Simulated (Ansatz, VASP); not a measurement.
In: VASP beside Ansatz

INCAR

```
SYSTEM = In
PREC = Accurate ; ENCUT = 500
EDIFF = 1E-6 ; ISMEAR = 0
SIGMA = 0.1 ; LREAL = .False.
LASPH = .True. ; NELM = 120
ALGO = Normal ; ISIF = 2
LWAVE = .False. ; LCHARG = .False.
GGA = PS ; NBANDS = 20
GGA_COMPAT = .False.
```

The input KPOINTS:

```
regular mesh
0
Gamma
  6 6 6
  0 0 0
```

POSCAR

```
In
1.0
   -2.9174576516      2.9174576516      1.5915270036
    2.9174576516     -2.9174576516      1.5915270036
    2.9174576516      2.9174576516     -1.5915270036
In
2
Direct
    0.0000000000      0.0000000000      0.0000000000
    0.7500000000      0.2500000000      0.5000000000
```

Input for Ansatz:

```yaml
crystal:
  lattice:
    - [-2.9174576516, 2.9174576516, 1.5915270036]
    - [2.9174576516, -2.9174576516, 1.5915270036]
    - [2.9174576516, 2.9174576516, -1.5915270036]
  atoms:
    - { symbol: In, position: [0.0, 0.0, 0.0] }
    - { symbol: In, position: [0.75, 0.25, 0.5] }
basis:
  ecutwfc: 420
kpoints:
  mp_grid: { grid: [6, 6, 6] }
hamiltonian:
  xc: pbesol
scf:
  occupations: { method: gaussian, width: 0.1 }
  lower_state_search: "off"
output:
  forces: true
  stress: true
  eigenvalues: true
```

Alike in both runs: task single point; functional PBEsol; k mesh 6 × 6 × 6; occupations gaussian, width 0.1 eV; no spin polarisation.

|  | VASP | Ansatz |
| --- | --- | --- |
| version | VASP 6.6.1 | Ansatz 0.2.0 |
| potentials or method | VASP PAW PBE potentials, release 64 (In_d), cutoff 500 eV | scalar-relativistic, plane waves, PAW |
| valence electrons in the cell | 26 | 26 |

|  | VASP | Ansatz | Ansatz less VASP |
| --- | --- | --- | --- |
| gap on the k mesh at the Fermi level (eV) | none | none | - |
| pressure (GPa) | -0.8 | -0.8 | +0.04 |
| traceless stress, the component that is largest in VASP (GPa) | -1.12 | -1.11 | +0.002 |

VASP's potentials were made for PBE, not for PBEsol. A gap of «none» marks a metal or a gap that the smearing closes. With one functional, cell and mesh, what is left measures potentials, basis and numerics.

The k mesh is coarse, so the values compare programs but aren't converged.
